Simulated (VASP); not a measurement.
SrCl2:

```
CELL_PARAMETERS angstrom
0.00000 3.48835 3.48835
3.48835 0.00000 3.48835
3.48835 3.48835 0.00000
ATOMIC_POSITIONS crystal
Sr 0.00000 0.00000 0.00000
Cl 0.75000 0.75000 0.75000
Cl 0.25000 0.25000 0.25000
```

Program: VASP 6.6.1. Alike in all runs: task single point; no spin polarisation; cell as given.

Order these runs on this cell by their pressure, lowest first.
A. level PBE-based screened hybrid with 15 % exact exchange; potentials or basis VASP PAW PBE potentials, release 64 (Sr_sv, Cl); k mesh 4 × 4 × 4; cutoff (eV) 400; smearing fermi-dirac 0.05 eV; grid for exact exchange (PRECFOCK) Normal; share of exact exchange 0.15; screening parameter 0.2 1/Å
B. level PBEsol; potentials or basis VASP PAW PBE potentials, release 64 (Sr_sv, Cl); k mesh 6 × 6 × 6; cutoff (eV) 520; smearing gaussian 0.01 eV
C. level LDA; potentials or basis VASP PAW LDA potentials, release 64 (Sr_sv, Cl); k mesh 7 × 7 × 7; cutoff (eV) 520; smearing fermi-dirac 0.05 eV

C (-2.7 GPa), B (-0.9 GPa), A (0.7 GPa).

Caveats: the PAW data sets were made with another functional, which shifts forces and pressure a little (at least some runs).
